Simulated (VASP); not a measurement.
# Ta8O21 (a cell with a defect) in VASP: further runs

The runs below take Ta8O21 (a cell with a defect) through single point, with PBEsol.

All numbers are computed with VASP 6.6.1; they aren't measurements. Logs are shortened: lines on timing, memory, paths and dates and some standing lists are left out, and cuts for length are marked.

## Step 1: The cell of the first run

The cell holds a defect, 29 atoms: a = 12.505 Å, b = 6.727 Å, c = 13.272 Å, α = 68.64°, β = 30.07°, γ = 81.29°.

## Step 2: Single point, PBEsol

Input file INCAR:

```
PREC = Accurate
ENCUT = 520
EDIFF = 1E-6
ISMEAR = 0
SIGMA = 0.01
LREAL = F
LASPH = T
NELM = 120
ALGO = Normal
ISIF = 2
LWAVE = F
LCHARG = F
GGA = PS
NELECT = 216.0
NBANDS = 127
GGA_COMPAT = F
```

Input file KPOINTS:

```
Automatic mesh
0
Gamma
  1 1 1
  0.25 0.25 0.25
```

Input file POSCAR:

```
Ta8O21
1.0
    0.0000000000     11.9846651800      3.5696847700
    5.7020527300      0.0000000000      3.5696847700
    5.7020527300     11.9846651800      0.0000000000
Ta O
8 21
Direct
    0.1032942700      0.3967057300      0.7540542400
    0.6032942700      0.8967057300      0.2540542400
    0.3967057300      0.1032942700      0.7459457600
    0.8967057300      0.6032942700      0.2459457600
    0.2459457600      0.2540542400      0.3967057300
    0.7459457600      0.7540542400      0.8967057300
    0.2540542400      0.2459457600      0.1032942700
    0.7540542400      0.7459457600      0.6032942700
    0.3109574100      0.6890425900      0.5726589900
    0.8109574100      0.1890425900      0.0726589900
    0.1890425900      0.8109574100      0.9273410100
    0.6890425900      0.3109574100      0.4273410100
    0.4273410100      0.5726589900      0.1890425900
    0.9273410100      0.0726589900      0.6890425900
    0.0726589900      0.9273410100      0.3109574100
    0.5726589900      0.4273410100      0.8109574100
    0.4188198200      0.0811801800      0.3141786100
    0.9188198200      0.5811801800      0.8141786100
    0.0811801800      0.4188198200      0.1858213900
    0.5811801800      0.9188198200      0.6858213900
    0.1858213900      0.3141786100      0.5811801800
    0.6858213900      0.8141786100      0.0811801800
    0.3141786100      0.1858213900      0.9188198200
    0.8141786100      0.6858213900      0.4188198200
    0.2500000000      0.2500000000      0.7500000000
    0.7500000000      0.7500000000      0.2500000000
    0.2500000000      0.2500000000      0.2500000000
    0.7500000000      0.7500000000      0.7500000000
    0.1677490000      0.8322510000      0.4798390000
```

Potentials or basis: VASP PAW PBE potentials, release 64 (Ta_pv, O).

Command:

```bash
$ cat potpaw_PBE.64/Ta_pv/POTCAR potpaw_PBE.64/O/POTCAR > POTCAR
$ mpirun -np 1 vasp_std > vasp.out
```

OUTCAR:

```text
PREC = Accurate
   ENCUT = 520
   EDIFF = 1E-6
   ISMEAR = 0
   LREAL = F
   LASPH = T
   NELM = 120
   ISIF = 2
   GGA = PS
   NELECT = 216.0

 ion  position               nearest neighbor table
   1  0.103  0.397  0.754-  21 1.81  25 1.91   9 1.92  10 1.92  18 2.04   2 3.57   2 3.57
   2  0.603  0.897  0.254-  22 1.81  26 1.91   9 1.92  10 1.92  17 2.04   1 3.57   1 3.57
   3  0.397  0.103  0.746-  23 1.81  25 1.91  11 1.92  12 1.92  20 2.04   4 3.57   4 3.57
   4  0.897  0.603  0.246-  24 1.81  26 1.91  11 1.92  12 1.92  19 2.04   3 3.57   3 3.57
   5  0.246  0.254  0.397-  17 1.81  27 1.91  13 1.92  14 1.92  21 2.04  29 2.63   6 3.57   6 3.57

   6  0.746  0.754  0.897-  18 1.81  28 1.91  13 1.92  14 1.92  22 2.04  29 2.63   5 3.57   5 3.57

   7  0.254  0.246  0.103-  19 1.81  27 1.91  15 1.92  16 1.92  23 2.04   8 3.57   8 3.57
   8  0.754  0.746  0.603-  20 1.81  28 1.91  15 1.92  16 1.92  24 2.04   7 3.57   7 3.57
   9  0.311  0.689  0.573-   1 1.92   2 1.92
  10  0.811  0.189  0.073-   1 1.92   2 1.92
  11  0.189  0.811  0.927-   3 1.92   4 1.92
  12  0.689  0.311  0.427-   3 1.92   4 1.92
  13  0.427  0.573  0.189-   5 1.92   6 1.92
  14  0.927  0.073  0.689-   5 1.92   6 1.92
[... 13 lines left out ...]
  28  0.750  0.750  0.750-   6 1.91   8 1.91
  29  0.168  0.832  0.480-   6 2.63   5 2.63

  LATTYP: Found a face centered orthorhombic cell.
 ALAT       =     7.1393695400
 B/A-ratio  =     1.5973546958
 C/A-ratio  =     3.3573455227

  Lattice vectors:

 A1 = (   5.7020527300,  11.9846651800,   0.0000000000)
 A2 = (   0.0000000000,  11.9846651800,   3.5696847700)
 A3 = (   5.7020527300,   0.0000000000,   3.5696847700)

Analysis of symmetry for initial positions (statically):
=====================================================================
 Subroutine PRICEL returns:
 Original cell was already a primitive cell.

 Routine SETGRP: Setting up the symmetry group for a
 face centered orthorhombic supercell.

 Subroutine GETGRP returns: Found  2 space group operations
 (whereof  2 operations were pure point group operations)
 out of a pool of  8 trial point group operations.

The static configuration has the point symmetry C_1h.

Analysis of symmetry for dynamics (positions and initial velocities):
=====================================================================
 Subroutine PRICEL returns:
 Original cell was already a primitive cell.

 Routine SETGRP: Setting up the symmetry group for a
 face centered orthorhombic supercell.

 Subroutine GETGRP returns: Found  2 space group operations
 (whereof  2 operations were pure point group operations)
 out of a pool of  8 trial point group operations.

The dynamic configuration has the point symmetry C_1h.

 Subroutine INISYM returns: Found  2 space group operations
 (whereof  2 operations are pure point group operations),
 and found     1 'primitive' translations

----------------------------------------------------------------------------------------

                                     Primitive cell

  volume of cell :     487.8845

  direct lattice vectors                    reciprocal lattice vectors
     0.000000000 11.984665180  3.569684770    -0.087687719  0.041719981  0.140068390
     5.702052730  0.000000000  3.569684770     0.087687719 -0.041719981  0.140068390
     5.702052730 11.984665180  0.000000000     0.087687719  0.041719981 -0.140068390

  length of vectors
    12.504992956  6.727262050 13.271985715     0.170437223  0.170437223  0.170437223

  position of ions in fractional coordinates (direct lattice)
     0.103294270  0.396705730  0.754054240
     0.603294270  0.896705730  0.254054240
     0.396705730  0.103294270  0.745945760
     0.896705730  0.603294270  0.245945760
     0.245945760  0.254054240  0.396705730
     0.745945760  0.754054240  0.896705730
[... 21 lines left out ...]
     0.750000000  0.750000000  0.750000000
     0.167749000  0.832251000  0.479839000

  ion indices of the primitive-cell ions
   primitive index   ion index
                 1           1
                 2           2
                 3           3
                 4           4
                 5           5
                 6           6
[... 21 lines left out ...]
                28          28
                29          29

----------------------------------------------------------------------------------------

 KPOINTS: Automatic mesh

Automatic generation of k-mesh.
 Grid dimensions read from file:
 generate k-points for:    1    1    1

 Generating k-lattice:

  Cartesian coordinates                     Fractional coordinates (reciprocal lattice)
    -0.087687719  0.041719981  0.140068390     1.000000000 -0.000000000 -0.000000000
     0.087687719 -0.041719981  0.140068390     0.000000000  1.000000000  0.000000000
     0.087687719  0.041719981 -0.140068390     0.000000000  0.000000000  1.000000000

  Length of vectors
     0.170437223  0.170437223  0.170437223

  Shift w.r.t. Gamma in fractional coordinates (k-lattice)
     0.250000000  0.250000000  0.250000000

 Subroutine IBZKPT returns following result:
 ===========================================

 Found      2 irreducible k-points:

 Following reciprocal coordinates:
            Coordinates               Weight
  0.250000  0.250000  0.250000      4.000000
 -0.250000  0.000000  0.000000      4.000000
   k-points           NKPTS =      2   k-points in BZ     NKDIM =      2   number of bands    NBANDS=    127
   number of dos      NEDOS =    301   number of ions     NIONS =     29
   total plane-waves  NPLWV = 480000
   dimension x,y,z NGX =    96 NGY =   50 NGZ =  100
   dimension x,y,z NGXF=   192 NGYF=  100 NGZF=  200
   ions per type =               8  21
   NGX,Y,Z   is equivalent  to a cutoff of  12.76, 12.36, 12.53 a.u.
   NGXF,Y,Z  is equivalent  to a cutoff of  25.53, 24.71, 25.05 a.u.
 SYSTEM =  unknown system
   PREC   = accura    normal or accurate (medium, high low for compatibility)
   ISTART =      0    job   : 0-new  1-cont  2-samecut
   ICHARG =      2    charge: 1-file 2-atom 10-const
   ISPIN  =      1    spin polarized calculation?
   LNONCOLLINEAR =      F non collinear calculations
   LSORBIT =      F    spin-orbit coupling
   LASPH  =      T    aspherical Exc in radial PAW
   ENCUT  =  520.0 eV  38.22 Ry    6.18 a.u.  23.25 12.51 24.68*2*pi/ulx,y,z
   NELM   =    120;   NELMIN=  2; NELMDL= -5     # of ELM steps
   EDIFF  = 0.1E-05   stopping-criterion for ELM
   LREAL  =      F    real-space projection
[... 7 lines left out ...]
   TEBEG  =    0.0;   TEEND  =   0.0 temperature during run
   PSTRESS=    0.0 pullay stress
   NELECT =     216.0000    total number of electrons
   NUPDOWN=      -1.0000    fix difference up-down
   EMIN   =  10.00;   EMAX   =-10.00  energy-range for DOS
   EFERMI =   0.00;   METHOD = LEGACY
   ISMEAR =     0;   SIGMA  =   0.01  broadening in eV -4-tet -1-fermi 0-gaus
   EFERMI_NEDOS =   21; number of points for ismear=-14 and -15
   IALGO  =     38    algorithm
   IMIX   =      4    mixing-type and parameters
     AMIX     =   0.40;   BMIX     =  1.00
     AMIX_MAG =   1.60;   BMIX_MAG =  1.00
  volume/ion in A,a.u.               =      16.82       113.53
  Fermi-wavevector in a.u.,A,eV,Ry     =   1.247729  2.357867 21.181941  1.556829
  Thomas-Fermi vector in A             =   2.381848
   LORBIT       =      0    0 simple, 1 ext, 2 COOP (PROOUT), +10 PAW based schemes
   GGA     = PS    functional components
   LHFCALC =     F    Hartree Fock is set to
   AEXX    =    0.0000 exact exchange contribution
   IVDW    =     0    specifies the selected vdW correction
   LEPSILON=     F    determine dielectric tensor
   LRPA    =     F    only Hartree local field effects (RPA)
 non-spin polarized calculation
 Gauss-broadening in eV      SIGMA  =   0.01
  energy-cutoff  :      520.00
  volume of cell :      487.88
 maximum number of plane-waves:     13140
 NGX is ok and might be reduce to    96
   NGX = 47   NGY = 25   NGZ = 49

 number of electron     215.9999985 magnetization

 Free energy of the ion-electron system (eV)
  ---------------------------------------------------
  ext. energy  EPLUGINS =         0.00000000
  ---------------------------------------------------
  free energy    TOTEN  =      -279.55178792 eV

  energy without entropy =     -279.55178792  energy(sigma->0) =     -279.55178792

 E-fermi :   2.6295     XC(G=0):  -8.9570

 val. band max:        2.5496274655   @ k =  -0.2500   0.0000   0.0000
 cond. band min:       2.7521360851   @ k =  -0.2500   0.0000   0.0000
 fundamental gap:      0.2025086196
 Fermi energy:         2.6295022875

 k-point     1 :       0.2500    0.2500    0.2500
  band No.  band energies     occupation
      1     -35.0304      2.00000
      2     -35.0180      2.00000
      3     -34.9283      2.00000
      4     -34.8028      2.00000
      5     -34.7928      2.00000
      6     -34.7654      2.00000
[... 112 lines left out ...]
    119       4.2892      0.00000
    120       4.3204      0.00000

 k-point     2 :      -0.2500    0.0000    0.0000
  band No.  band energies     occupation
      1     -35.0304      2.00000
      2     -35.0180      2.00000
      3     -34.9283      2.00000
      4     -34.8028      2.00000
      5     -34.7928      2.00000
      6     -34.7654      2.00000
[... 112 lines left out ...]
    119       4.2900      0.00000
    120       4.3615      0.00000
 [bands above 120 left out]

------------------------ aborting loop because EDIFF is reached ----------------------------------------

  FORCE on cell =-STRESS in cart. coord.  units (eV):
  Direction    XX          YY          ZZ          XY          YZ          ZX
  --------------------------------------------------------------------------------------
  -------------------------------------------------------------------------------------
  Total       15.4584776     21.2318497     22.0449175      0.0825090      0.0000000      0.0000000
  in kB       50.7645228     69.7238591     72.3939151      0.2709537      0.0000000      0.0000000
  external PRESSURE =      64.2940990 kB  Pullay stress =       0.0000000 kB

 VOLUME and BASIS-vectors are now :
 -----------------------------------------------------------------------------
  energy-cutoff  :      520.00
  volume of cell :      487.88
      direct lattice vectors                 reciprocal lattice vectors
     0.000000000 11.984665180  3.569684770    -0.087687719  0.041719981  0.140068390
     5.702052730  0.000000000  3.569684770     0.087687719 -0.041719981  0.140068390
     5.702052730 11.984665180  0.000000000     0.087687719  0.041719981 -0.140068390

 POSITION                                       TOTAL-FORCE (eV/Angst)
 -----------------------------------------------------------------------------------
      6.56169     10.27503      1.78484         1.089643     -2.183688      0.457233
      6.56169     10.27503      5.35453         1.089643     -2.183688     -0.457233
      4.84241     13.69430      1.78484        -0.203436     -0.173379      0.021551
      4.84241     13.69430      5.35453        -0.203436     -0.173379     -0.021551
      3.71067      7.70196      1.78484        -1.529916      0.381067     -2.347167
      9.41272     19.68663      5.35453        -1.529916      0.381067      2.347167
[... 21 lines left out ...]
      8.55308     17.97700      5.35453        -0.312350     -1.875024     -0.625308
      7.48161      7.76113      3.56968         0.792248     -1.566069      0.000000
 -----------------------------------------------------------------------------------
    total drift:                                0.000278      0.000525      0.000003

  FREE ENERGIE OF THE ION-ELECTRON SYSTEM (eV)
  ---------------------------------------------------
  free  energy   TOTEN  =      -279.5517879209 eV

  energy  without entropy=     -279.5517879209  energy(sigma->0) =     -279.55178792
```

Run time: 9.6 min. Hardware: 1 thread of Intel Xeon Platinum 8259CL at 2.50GHz (Skylake/Cascade Lake), shared host; peak memory 0.92 GiB.

Results:

```yaml
Free_energy: -279.5518 eV
Largest_force: 3.225 eV/Å
```

Forces in eV/Å, atoms in the order of the input:
```
Ta   1.090 -2.184  0.457
Ta   1.090 -2.184 -0.457
Ta  -0.203 -0.173  0.022
Ta  -0.203 -0.173 -0.022
Ta  -1.530  0.381 -2.347
Ta  -1.530  0.381  2.347
Ta   0.158  1.789 -0.153
Ta   0.158  1.789  0.153
O    0.244  0.836  0.000
O   -0.155  0.695  0.000
O   -0.117 -0.129  0.000
O   -0.156 -0.127  0.000
O   -0.034 -0.471  0.000
O    1.936 -0.380  0.000
O   -0.053 -0.231  0.000
O   -0.328 -0.114  0.000
O   -0.441  2.261  2.257
O   -0.441  2.261 -2.257
O    0.545 -0.518 -0.023
O    0.545 -0.518  0.023
O   -0.107  0.407 -0.193
O   -0.107  0.407  0.193
O    0.086 -0.124  0.047
O    0.086 -0.124 -0.047
O   -0.350  0.780  0.014
O   -0.350  0.780 -0.014
O   -0.312 -1.875  0.625
O   -0.312 -1.875 -0.625
O    0.792 -1.566  0.000
```

Levels at points of the mesh, in eV from the Fermi level:
```
           k point  band 106  band 107  band 108  band 109  band 110  band 111
(0.25, 0.25, 0.25)     -1.03     -0.24     -0.08      0.14      0.20      0.61
```

Caveat: the cell carries a net charge on a neutralising background, which shifts energy and pressure; the cell is charged against a uniform background, so pressure and absolute levels hang on convention; the PAW data sets were made with another functional, which shifts forces and pressure a little; spin-orbit coupling is left out, which moves the levels of the heavy elements.

## Step 3: Single point, PBEsol

Input file INCAR:

```
SYSTEM = Ta8O21
PREC = Accurate
ENCUT = 520
EDIFF = 1E-6
ISMEAR = 0
SIGMA = 0.01
LREAL = .False.
LASPH = .True.
NELM = 120
ALGO = Normal
ISIF = 2
LWAVE = .False.
LCHARG = .False.
GGA = PS
NBANDS = 127
GGA_COMPAT = .False.
```

KPOINTS is that of step 2.

POSCAR is that of step 2.

Potentials or basis: VASP PAW PBE potentials, release 64 (Ta_pv, O).

Command:

```bash
$ cat potpaw_PBE.64/Ta_pv/POTCAR potpaw_PBE.64/O/POTCAR > POTCAR
$ mpirun -np 1 vasp_std > vasp.out
```

It took 14 min on 1 thread of Intel Xeon Platinum 8259CL at 2.50GHz (Skylake/Cascade Lake), shared host; peak memory 0.94 GiB.

The run converged. Its results:

```
Free energy            : -282.9587 eV
Pressure               : 1.3 GPa
Largest force          : 2.016 eV/Å
Band gap on the k mesh : 0.04 eV
```

Forces in eV/Å, atoms in the order of the input:
```
Ta  -0.325  0.017  0.656
Ta  -0.325  0.017 -0.656
Ta  -0.196  0.264 -0.013
Ta  -0.196  0.264  0.013
Ta   0.446 -1.195 -1.562
Ta   0.446 -1.195  1.562
Ta  -0.158  0.216 -0.126
Ta  -0.158  0.216  0.126
O    0.086  0.281  0.000
O    0.369 -0.106  0.000
O   -0.023 -0.100  0.000
O   -0.035 -0.117  0.000
O   -0.208  0.157  0.000
O    1.342 -0.149  0.000
O    0.005 -0.076  0.000
O   -0.069  0.051  0.000
O   -1.047  0.913  0.783
O   -1.047  0.913 -0.783
O    0.210 -0.167 -0.004
O    0.210 -0.167  0.004
O   -0.175  0.076 -0.062
O   -0.175  0.076  0.062
O    0.057 -0.033  0.013
O    0.057 -0.033 -0.013
O    0.099 -0.199 -0.049
O    0.099 -0.199  0.049
O    0.166 -0.195  0.346
O    0.166 -0.195 -0.346
O    0.376  0.664  0.000
```

Stress tensor (GPa, compression positive):
```
 2.03 -1.30  0.00
-1.30  1.66  0.00
 0.00  0.00  0.33
```

Levels at points of the mesh, in eV from the valence-band top:
| k point | band 105 | band 106 | band 107 | band 108 | band 109 | band 110 |
| --- | --- | --- | --- | --- | --- | --- |
| (0.25, 0.25, 0.25) | -0.93 | -0.45 | 0.00 | 0.04 | 2.48 | 2.56 |

Caveat: the PAW data sets were made with another functional, which shifts forces and pressure a little; spin-orbit coupling is left out, which moves the levels of the heavy elements.

[end of part 1 of 2]
